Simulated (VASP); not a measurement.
CoO:

```xyz
4
Lattice="1.6022 0.9250 5.1329 -1.6022 0.9250 5.1329 0.0000 -1.8501 5.1329" Properties=species:S:1:pos:R:3 pbc="T T T"
Co    0.0000    0.0000   15.3909
Co    0.0000    0.0000    7.6916
O     0.0000    0.0000    5.7822
O     0.0000    0.0000   13.4821
```

Base run:

```yaml
Program: VASP 6.6.1
Functional: PBE
Potentials_or_basis: VASP PAW PBE potentials, release 64 (Co, O)
Cutoff: 520 eV
k_mesh: 12 × 12 × 12
Occupations: gaussian, width 0.01 eV
Spin: collinear spin, antiferromagnetic start
Starting_moments: "[-2.27, 2.27, -0.16, 0.16] μB"
```

Its results: band gap on the k mesh 0.14 eV; pressure -0.9 GPa; net moment 0.00 μB per cell; site moments Co -2.23, +2.23; O -0.14, +0.14 μB; largest force 0.139 eV/Å.

**Question.** The run is repeated on the same cell with these changes: k mesh from 12 × 12 × 12 to 1 × 1 × 1. What comes out?

**Answer.** Band gap on the k mesh 0.02 eV; pressure 3.9 GPa; net moment 0.00 μB per cell; site moments Co -1.82, +1.82; O -0.47, +0.47 μB; largest force 2.569 eV/Å.

Caveats: some runs use coarse meshes; forces of over 1 eV/Å act on the atoms, so gaps and moduli don't describe the material at rest (some runs).

A k mesh can miss the band edges.
